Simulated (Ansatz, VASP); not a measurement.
# One calculation of Ba2Ca, two programs

```
CELL_PARAMETERS angstrom
6.85088 0.00000 0.00000
-3.42544 5.93304 0.00000
0.00000 0.00000 4.04946
ATOMIC_POSITIONS crystal
Ba 0.33333 0.66667 0.50000
Ba 0.66667 0.33333 0.50000
Ca 0.00000 0.00000 0.00000
```

Alike in both runs: functional PBE; k mesh 12 × 12 × 12; occupations gaussian, width 0.1 eV; no spin polarisation.

Ansatz relaxed the structure, and its values are those at the end. VASP's run is a single point on that final structure, the one shown.

```csv
,VASP,Ansatz
version,VASP 6.6.1,Ansatz 0.2.0
potentials or method,"VASP PAW PBE potentials, release 64 (Ba_sv, Ca_sv), cutoff 520 eV","scalar-relativistic, plane waves, PAW"
valence electrons in the cell,30,30
```

|  | VASP | Ansatz | Ansatz less VASP |
| --- | --- | --- | --- |
| gap on the k mesh at the Fermi level (eV) | none | none | - |
| pressure (GPa) | 0.1 | 0.0 | -0.06 |

A gap of «none» marks a metal or a gap that the smearing closes. With one functional, cell and mesh, what is left measures potentials, basis and numerics.

Spin-orbit coupling is off throughout.
